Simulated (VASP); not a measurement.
# Cu (I4/mmm) in VASP: a series of runs, part 2 of 2

VASP 6.6.1. Earlier steps stand in the parts before.

## Step 4: Single point, PBEsol

The input, INCAR:

```
SYSTEM = Cu
PREC     = Accurate       ! precision mode
ENCUT    = 520            ! plane-wave cutoff, eV
EDIFF    = 1E-7           ! SCF threshold, eV
ISMEAR   = 1              ! smearing method
SIGMA    = 0.01           ! smearing width, eV
LREAL    = .FALSE.        ! projectors in reciprocal space
LASPH    = .TRUE.         ! aspherical terms in the spheres
NELM     = 60             ! most SCF steps
ALGO     = Normal         ! electronic algorithm
ISIF     = 2              ! what is computed and relaxed
LWAVE    = .FALSE.        ! write WAVECAR
LCHARG   = .FALSE.        ! write CHGCAR
GGA      = PS             ! functional
NBANDS   = 12             ! bands
```

The input, KPOINTS:

```
regular mesh
0
G
  20 20 20
  0 0 0
```

The input, POSCAR:

```
Cu
1.0
   -1.4427933200      1.4427933200      1.3760814500
    1.4427933200     -1.4427933200      1.3760814500
    1.4427933200      1.4427933200     -1.3760814500
Cu
1
Direct
    0.0000000000      0.0000000000      0.0000000000
```

Potentials or basis: VASP PAW PBE potentials, release 64 (Cu).

On the command line:

```sh
$ cat potpaw_PBE.64/Cu/POTCAR > POTCAR
$ mpirun -np 1 vasp_std > vasp.out
```

OUTCAR:

```text
SYSTEM = Cu
   PREC = Accurate
   ENCUT = 520
   EDIFF = 1E-7
   ISMEAR = 1
   LREAL = .FALSE.
   LASPH = .TRUE.
   NELM = 60
   ISIF = 2
   GGA = PS

 ion  position               nearest neighbor table
   1  0.000  0.000  0.000-

  LATTYP: Found a body centered tetragonal cell.
 ALAT       =     2.8855866400
 C/A-ratio  =     0.9537620052

  Lattice vectors:

 A1 = (  -1.4427933200,   1.4427933200,   1.3760814500)
 A2 = (   1.4427933200,  -1.4427933200,   1.3760814500)
 A3 = (   1.4427933200,   1.4427933200,  -1.3760814500)

Analysis of symmetry for initial positions (statically):
=====================================================================
 Subroutine PRICEL returns:
 Original cell was already a primitive cell.

 Routine SETGRP: Setting up the symmetry group for a
 body centered tetragonal supercell.

 Subroutine GETGRP returns: Found 16 space group operations
 (whereof 16 operations were pure point group operations)
 out of a pool of 16 trial point group operations.

The static configuration has the point symmetry D_4h.

Analysis of symmetry for dynamics (positions and initial velocities):
[... 170 lines left out ...]
      5       5.5273      2.00000
      6       5.7387      2.00000
      7      32.6344      0.00000
      8      32.6344      0.00000
      9      33.8811      0.00000
     10      36.6635      0.00000
     11      36.6635      0.00000
     12      36.7055      0.00000
[... 331 lines left out ...]
 k-point    24 :      -0.3500    0.0500    0.0000
  band No.  band energies     occupation
      1       1.7165      2.00000
      2       3.9703      2.00000
      3       4.6751      2.00000
      4       5.5761      2.00000
      5       5.7189      2.00000
      6       5.9418      2.00000
      7      18.2597      0.00000
      8      25.3558      0.00000
      9      26.8766      0.00000
     10      30.4032      0.00000
     11      33.3127      0.00000
     12      40.0233      0.00000

 [... further k-points ...]

------------------------ aborting loop because EDIFF is reached ----------------------------------------

  FORCE on cell =-STRESS in cart. coord.  units (eV):
  Direction    XX          YY          ZZ          XY          YZ          ZX
  --------------------------------------------------------------------------------------
  -------------------------------------------------------------------------------------
  Total       -0.0349348     -0.0349348     -0.0899811      0.0000000      0.0000000      0.0000000
  in kB       -4.8849120     -4.8849120    -12.5819946      0.0000000      0.0000000      0.0000000
  external PRESSURE =      -7.4506062 kB  Pullay stress =       0.0000000 kB

 VOLUME and BASIS-vectors are now :
 -----------------------------------------------------------------------------
  energy-cutoff  :      520.00
  volume of cell :       11.46
      direct lattice vectors                 reciprocal lattice vectors
    -1.442793320  1.442793320  1.376081450     0.000000000  0.346549983  0.363350585
     1.442793320 -1.442793320  1.376081450     0.346549983  0.000000000  0.363350585
     1.442793320  1.442793320 -1.376081450     0.346549983  0.346549983  0.000000000

 POSITION                                       TOTAL-FORCE (eV/Angst)
 -----------------------------------------------------------------------------------
      0.00000      0.00000      0.00000        -0.000000      0.000000      0.000000
 -----------------------------------------------------------------------------------
    total drift:                                0.000000     -0.000000      0.000000

  FREE ENERGIE OF THE ION-ELECTRON SYSTEM (eV)
  ---------------------------------------------------
  free  energy   TOTEN  =        -4.2683217686 eV

  energy  without entropy=       -4.2683132047  energy(sigma->0) =       -4.26831891
```

OSZICAR:

```text
N       E                     dE             d eps       ncg     rms          rms(c)
DAV:   1     0.420568038732E+02    0.42057E+02   -0.53679E+03 17104   0.154E+03
DAV:   2    -0.404278512310E+01   -0.46100E+02   -0.42670E+02 15932   0.206E+02
DAV:   3    -0.534938288435E+01   -0.13066E+01   -0.13009E+01 17880   0.399E+01
DAV:   4    -0.535707975052E+01   -0.76969E-02   -0.76960E-02 17312   0.271E+00
DAV:   5    -0.535714932949E+01   -0.69579E-04   -0.69579E-04 17924   0.263E-01    0.830E+00
DAV:   6    -0.468824328122E+01    0.66891E+00   -0.16289E+01 17844   0.776E+01    0.412E+00
DAV:   7    -0.428416311823E+01    0.40408E+00   -0.25132E+00 18008   0.303E+01    0.658E-01
DAV:   8    -0.426930328488E+01    0.14860E-01   -0.71312E-03 19804   0.841E-01    0.231E-01
DAV:   9    -0.426831686588E+01    0.98642E-03   -0.50371E-03 19872   0.119E+00    0.289E-02
DAV:  10    -0.426832032432E+01   -0.34584E-05   -0.57415E-05 22620   0.134E-01    0.548E-03
DAV:  11    -0.426832176022E+01   -0.14359E-05   -0.59013E-07 18688   0.104E-02    0.399E-04
DAV:  12    -0.426832176860E+01   -0.83862E-08   -0.26905E-08  9648   0.253E-03
   1 F= -.42683218E+01 E0= -.42683189E+01  d E =-.856393E-05
```

stdout:

```text
POSCAR found type information on POSCAR Cu
 POSCAR found :  1 types and       1 ions
 scaLAPACK will be used
 -----------------------------------------------------------------------------
|                                                                             |
|                                                                             |
|     You enforced a specific xc type in the INCAR file but a different       |
|     I HOPE YOU KNOW WHAT YOU ARE DOING!                                     |
|                                                                             |
 -----------------------------------------------------------------------------

 LDA part: xc-table for (Slater+PW92), standard interpolation
 POSCAR, INCAR and KPOINTS ok, starting setup
 FFT: planning ... GRIDC
 FFT: planning ... GRID_SOFT
 FFT: planning ... GRID
 WAVECAR not read
 entering main loop
```

Wall time 1.8 min (1 thread of Intel Xeon 8259CL, shared host); peak memory 0.19 GiB.

Results:

```
Free energy            : -4.2683 eV
Pressure               : -0.7 GPa
Band gap on the k mesh : zero (an odd number of electrons rules out a gap without spin polarisation)
```

Stress tensor (GPa, compression positive):
```
-0.49  0.00  0.00
 0.00 -0.49  0.00
 0.00  0.00 -1.26
```

Caveat: the PAW data sets were made with another functional, which shifts forces and pressure a little.

## Step 5: Single point, PBEsol

The input, INCAR:

```
SYSTEM = Cu
PREC = Accurate ; ENCUT = 520
EDIFF = 1E-6 ; ISMEAR = 1
SIGMA = 0.1 ; LREAL = .FALSE.
LASPH = .TRUE. ; NELM = 60
ALGO = Fast ; ISIF = 2
LWAVE = .FALSE. ; LCHARG = .FALSE.
GGA = PS ; NBANDS = 12
```

KPOINTS is that of step 4.

POSCAR is that of step 4.

On the command line:

```sh
$ cat potpaw_PBE.64/Cu/POTCAR > POTCAR
$ mpirun -np 1 vasp_std > vasp.out
```

Wall time 2 min (1 thread of Intel Xeon 8259CL, shared host); peak memory 0.19 GiB.

It converged, with:

| Property | Result |
| --- | --- |
| Free energy | -4.2685 eV |
| Pressure | -0.5 GPa |
| Band gap on the k mesh | zero (an odd number of electrons rules out a gap without spin polarisation) |

Stress tensor (GPa, compression positive):
```
-0.29  0.00  0.00
 0.00 -0.29  0.00
 0.00  0.00 -0.94
```

Levels at points of the mesh, in eV from the Fermi level:
```csv
k point,band 4,band 5,band 6,band 7,band 8,band 9
"(0.00, 0.00, 0.00)",-3.13,-2.25,-2.04,24.86,24.86,26.10
"(0.50, 0.00, 0.00)",-1.94,-1.37,-0.57,4.68,17.33,17.43
"(0.50, 0.50, 0.00)",-2.07,-1.39,-0.94,4.16,18.58,18.85
"(0.50, 0.50, 0.50)",-1.57,-1.51,7.69,7.69,9.54,13.35
```

Caveat: the PAW data sets were made with another functional, which shifts forces and pressure a little.

## Step 6: Single point, PBEsol

The input, INCAR:

```
PREC = Accurate
ENCUT = 700
EDIFF = 1E-6
ISMEAR = 0
SIGMA = 0.1
LREAL = F
LASPH = T
NELM = 120
ALGO = Normal
ISIF = 2
LWAVE = F
LCHARG = T
GGA = PS
LELF = T
LVHAR = T
NBANDS = 16
GGA_COMPAT = F
```

The input, KPOINTS:

```
Automatic mesh
0
Gamma
  14 14 14
```

POSCAR is that of step 5.

Potentials or basis: VASP PAW PBE potentials, release 64 (Cu_sv_GW).

On the command line:

```sh
$ cat potpaw_PBE.64/Cu_sv_GW/POTCAR > POTCAR
$ mpirun -np 1 vasp_std > vasp.out
```

OUTCAR:

```text
PREC = Accurate
   ENCUT = 700
   EDIFF = 1E-6
   ISMEAR = 0
   LREAL = F
   LASPH = T
   NELM = 120
   ISIF = 2
   GGA = PS

 ion  position               nearest neighbor table
   1  0.000  0.000  0.000-

  LATTYP: Found a body centered tetragonal cell.
 ALAT       =     2.8855866400
 C/A-ratio  =     0.9537620052

  Lattice vectors:

 A1 = (  -1.4427933200,   1.4427933200,   1.3760814500)
 A2 = (   1.4427933200,  -1.4427933200,   1.3760814500)
 A3 = (   1.4427933200,   1.4427933200,  -1.3760814500)

Analysis of symmetry for initial positions (statically):
=====================================================================
 Subroutine PRICEL returns:
 Original cell was already a primitive cell.

 Routine SETGRP: Setting up the symmetry group for a
 body centered tetragonal supercell.

 Subroutine GETGRP returns: Found 16 space group operations
 (whereof 16 operations were pure point group operations)
 out of a pool of 16 trial point group operations.

The static configuration has the point symmetry D_4h.

Analysis of symmetry for dynamics (positions and initial velocities):
=====================================================================
 Subroutine PRICEL returns:
 Original cell was already a primitive cell.

 Routine SETGRP: Setting up the symmetry group for a
 body centered tetragonal supercell.

 Subroutine GETGRP returns: Found 16 space group operations
 (whereof 16 operations were pure point group operations)
 out of a pool of 16 trial point group operations.

The dynamic configuration has the point symmetry D_4h.

 Subroutine INISYM returns: Found 16 space group operations
 (whereof 16 operations are pure point group operations),
 and found     1 'primitive' translations

----------------------------------------------------------------------------------------

                                     Primitive cell
[... 105 lines left out ...]
   EFERMI_NEDOS =   21; number of points for ismear=-14 and -15
   IALGO  =     38    algorithm
   IMIX   =      4    mixing-type and parameters
     AMIX     =   0.40;   BMIX     =  1.00
     AMIX_MAG =   1.60;   BMIX_MAG =  1.00
  volume/ion in A,a.u.               =      11.46        77.32
  Fermi-wavevector in a.u.,A,eV,Ry     =   1.937709  3.661739 51.086019  3.754716
  Thomas-Fermi vector in A             =   2.968234
   LORBIT       =      0    0 simple, 1 ext, 2 COOP (PROOUT), +10 PAW based schemes
   GGA     = PS    functional components
   LHFCALC =     F    Hartree Fock is set to
   AEXX    =    0.0000 exact exchange contribution
   IVDW    =     0    specifies the selected vdW correction
   LEPSILON=     F    determine dielectric tensor
   LRPA    =     F    only Hartree local field effects (RPA)
 non-spin polarized calculation
 Gauss-broadening in eV      SIGMA  =   0.10
  energy-cutoff  :      700.00
  volume of cell :       11.46
 maximum number of plane-waves:       498
 NGX is ok and might be reduce to    24
   NGX = 11   NGY = 11   NGZ = 11

 number of electron      19.0000004 magnetization

 Free energy of the ion-electron system (eV)
  ---------------------------------------------------
  ext. energy  EPLUGINS =         0.00000000
  ---------------------------------------------------
  free energy    TOTEN  =        -4.34276867 eV

  energy without entropy =       -4.33993141  energy(sigma->0) =       -4.34135004

 E-fermi :   7.7959     XC(G=0): -13.7489

 val. band max:        7.7948602363   @ k =   0.5000   0.2143   0.1429
 cond. band min:       7.8070877997   @ k =   0.5000   0.3571   0.0000
 fundamental gap:      0.0122275634
 Fermi energy:         7.7958790387

 k-point     1 :       0.0000    0.0000    0.0000
  band No.  band energies     occupation
      1    -104.5525      2.00000
      2     -62.0205      2.00000
      3     -62.0142      2.00000
      4     -62.0142      2.00000
      5      -1.8936      2.00000
      6       4.4686      2.00000
[... 433 lines left out ...]
      3     -62.0546      2.00000
      4     -62.0268      2.00000
      5       2.4613      2.00000
      6       3.9444      2.00000
[... 8 lines left out ...]
     15      35.9355      0.00000
     16      37.5544      0.00000

 [... further k-points ...]

------------------------ aborting loop because EDIFF is reached ----------------------------------------

  FORCE on cell =-STRESS in cart. coord.  units (eV):
  Direction    XX          YY          ZZ          XY          YZ          ZX
  --------------------------------------------------------------------------------------
  -------------------------------------------------------------------------------------
  Total       -0.3801430     -0.3801430     -0.4175158      0.0000000      0.0000000      0.0000000
  in kB      -53.1551300    -53.1551300    -58.3809387      0.0000000      0.0000000      0.0000000
  external PRESSURE =     -54.8970662 kB  Pullay stress =       0.0000000 kB

 VOLUME and BASIS-vectors are now :
 -----------------------------------------------------------------------------
  energy-cutoff  :      700.00
  volume of cell :       11.46
      direct lattice vectors                 reciprocal lattice vectors
    -1.442793320  1.442793320  1.376081450     0.000000000  0.346549983  0.363350585
     1.442793320 -1.442793320  1.376081450     0.346549983  0.000000000  0.363350585
     1.442793320  1.442793320 -1.376081450     0.346549983  0.346549983  0.000000000

 POSITION                                       TOTAL-FORCE (eV/Angst)
 -----------------------------------------------------------------------------------
      0.00000      0.00000      0.00000        -0.000000      0.000000      0.000000
 -----------------------------------------------------------------------------------
    total drift:                                0.000000      0.000000      0.000000

  FREE ENERGIE OF THE ION-ELECTRON SYSTEM (eV)
  ---------------------------------------------------
  free  energy   TOTEN  =        -4.3427686740 eV

  energy  without entropy=       -4.3399314107  energy(sigma->0) =       -4.34135004
```

stdout:

```text
POSCAR found type information on POSCAR Cu
 POSCAR found :  1 types and       1 ions
 scaLAPACK will be used
 -----------------------------------------------------------------------------
|                                                                             |
|                                                                             |
|     You enforced a specific xc type in the INCAR file but a different       |
|     I HOPE YOU KNOW WHAT YOU ARE DOING!                                     |
|                                                                             |
 -----------------------------------------------------------------------------

 LDA part: xc-table for (Slater+PW92), standard interpolation
 POSCAR, INCAR and KPOINTS ok, starting setup
 FFT: planning ... GRIDC
 FFT: planning ... GRID_SOFT
 FFT: planning ... GRID
 WAVECAR not read
 entering main loop
```

Wall time 46 s (1 thread of Intel Xeon Platinum 8259CL at 2.50GHz (Skylake/Cascade Lake), shared host); peak memory 0.22 GiB.

What came out:

```yaml
Free_energy: -4.3428 eV
Pressure: -5.5 GPa
Band_gap_on_the_k_mesh: zero (an odd number of electrons rules out a gap without spin polarisation)
```

Levels at points of the mesh, in eV from the Fermi level:
| k point | band 8 | band 9 | band 10 | band 11 | band 12 | band 13 |
| --- | --- | --- | --- | --- | --- | --- |
| (0.00, 0.00, 0.00) | -3.13 | -2.24 | -2.02 | 24.84 | 24.84 | 26.09 |
| (0.50, 0.00, 0.00) | -1.92 | -1.34 | -0.64 | 4.65 | 17.28 | 17.36 |
| (0.50, 0.50, 0.00) | -2.06 | -1.37 | -1.01 | 4.13 | 18.53 | 18.78 |
| (0.50, 0.50, 0.50) | -1.55 | -1.49 | 7.62 | 7.62 | 9.46 | 13.34 |

Caveat: the cell stands under tension; the PAW data sets were made with another functional, which shifts forces and pressure a little.

## Step 7: Summary

| potentials or basis | k mesh | cutoff (eV) | smearing | gap on the mesh (eV) | pressure (GPa) |
| --- | --- | --- | --- | --- | --- |
| VASP PAW PBE potentials, release 64 (Cu) | 20 × 20 × 20 | 520 | methfessel-paxton 0.05 eV | none | -0.7 |
| VASP PAW PBE potentials, release 64 (Cu) | 20 × 20 × 20 | 520 | methfessel-paxton 0.2 eV | none | -0.7 |
| VASP PAW PBE potentials, release 64 (Cu) | 20 × 20 × 20 | 520 | methfessel-paxton 0.01 eV | none | -0.7 |
| VASP PAW PBE potentials, release 64 (Cu) | 20 × 20 × 20 | 520 | methfessel-paxton 0.1 eV | none | -0.5 |
| VASP PAW PBE potentials, release 64 (Cu_sv_GW) | 14 × 14 × 14 | 700 | gaussian 0.1 eV | none | -5.5 |

Alike in all rows: task single point; level PBEsol; no spin polarisation; cell as given.

Caveats: the PAW data sets were made with another functional, which shifts forces and pressure a little; the cell stands under tension (at least some runs).

Absolute energies hang on the potentials; compare differences alone.
